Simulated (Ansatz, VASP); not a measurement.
# LaTl: VASP beside Ansatz

```
La Tl
1.0
     3.89664    0.00000    0.00000
     0.00000    3.89664    0.00000
     0.00000    0.00000    3.93600
La Tl
1 1
Cartesian
  0.0000 0.0000 0.0000
  1.9483 1.9483 1.9680
```

Change from the starting cell: equal xx and yy strain of -1 %.

Alike in both runs: task single point; functional PBEsol; k mesh 10 × 10 × 10; occupations fermi-dirac, width 0.05 eV; no spin polarisation.

```csv
,VASP,Ansatz
version,VASP 6.6.1,Ansatz 0.2.0
potentials or method,"VASP PAW PBE potentials, release 64 (La, Tl_d), cutoff 520 eV","all-electron LAPW, scalar-relativistic"
```

VASP gave:

```
pressure (GPa)                                                : 0.3
traceless stress, the component that is largest in VASP (GPa) : -0.11
```

Question: Which values does Ansatz return?

Answer: Pressure (GPa): 0.4; traceless stress, the component that is largest in VASP (GPa): -0.10.

VASP's potentials were made for PBE, not for PBEsol. Ansatz ran all-electron here, and VASP with PAW potentials.

Spin-orbit coupling is off throughout.
